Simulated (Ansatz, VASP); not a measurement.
# One calculation of SrO, two programs

```xyz
2
Lattice="0.0000 2.5283 2.6548 2.5283 0.0000 2.6548 2.5283 2.5283 0.0000" Properties=species:S:1:pos:R:3 pbc="T T T"
Sr    0.0000    0.0000    0.0000
O     2.5283    2.5283    2.6548
```

Alike in both runs: task single point; functional r2SCAN; k mesh 8 × 8 × 8; occupations gaussian, width 0.05 eV; no spin polarisation.

|  | VASP | Ansatz |
| --- | --- | --- |
| version | VASP 6.6.1 | Ansatz 0.2.0 |
| potentials or method | VASP PAW PBE potentials, release 64 (Sr_sv, O), cutoff 520 eV | scalar-relativistic, plane waves, PAW |
| valence electrons in the cell | 16 | 16 |

|  | VASP | Ansatz | Ansatz less VASP |
| --- | --- | --- | --- |
| gap on the k mesh at the Fermi level (eV) | 3.64 | 3.69 | +0.055 |
| least direct gap on the mesh (eV) | 3.70 | 3.74 | +0.040 |
| pressure (GPa) | 2.2 | 1.6 | -0.57 |
| traceless stress, the component that is largest in VASP (GPa) | -4.57 | -4.35 | +0.220 |

VASP's potentials were made for PBE, not for r2SCAN.
